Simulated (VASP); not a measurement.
Write the native input for VASP 6.6.1 that does the following.

| Property | Result |
| --- | --- |
| Task | relaxation of cell and atoms |
| Functional | PBEsol |
| Potentials or basis | VASP PAW PBE potentials, release 64 (Mo_sv) |
| Cutoff | 600 eV |
| k mesh | 15 × 15 × 15 |
| Occupations | gaussian, width 0.1 eV |
| Spin | no spin polarisation |
| Dipole correction | no |
| Further INCAR settings | ALGO = Normal; EDIFF = 1e-06; IBRION = 2; EDIFFG = -0.01; NSW = 80; ISIF = 3 |

The structure of Mo lies in POSCAR:

```
Mo
1.0
   -1.5734150000      1.5734150000      1.5734150000
    1.5734150000     -1.5734150000      1.5734150000
    1.5734150000      1.5734150000     -1.5734150000
Mo
1
Direct
    0.0000000000      0.0000000000      0.0000000000
```

One way to write it, as run:

INCAR

```
  ALGO = Normal
  EDIFF = 1E-6
  EDIFFG = -0.01
  ENCUT = 600
  GGA = PS
  IBRION = 2
  ISIF = 3
  ISMEAR = 0
  LASPH = True
  LCHARG = False
  LREAL = False
  LWAVE = False
  NELM = 80
  NSW = 80
  PREC = Accurate
  SIGMA = 0.1
```

KPOINTS

```
k-points
0
Gamma
  15 15 15
```

Potentials or basis: VASP PAW PBE potentials, release 64 (Mo_sv).

Run with:

```console
$ cat potpaw_PBE.64/Mo_sv/POTCAR > POTCAR
$ mpirun -np 1 vasp_std > vasp.out
```

Results of the run:

```
Relaxed volume                         : 15.37 Å³/atom
Relaxed cell                           : a = 2.713 Å, b = 2.713 Å, c = 2.713 Å, α = 109.47°, β = 109.47°, γ = 109.47°
Space group after relaxing (to 0.05 Å) : Im-3m (No. 229)
Energy gained by relaxing              : 2.5 meV/atom
Ionic steps                            : 3
Pressure after relaxing                : 0.0 GPa
Band gap on the k mesh                 : zero (band 7 reaches 16.53 eV, above the bottom of band 8 at 11.33 eV)
```

Caveat: the PAW data sets were made with another functional, which shifts forces and pressure a little.

It took 14 s on 1 thread of Intel(R) Xeon(R) 6975P-C (Granite Rapids), on a shared host, peak memory 0.16 GiB.
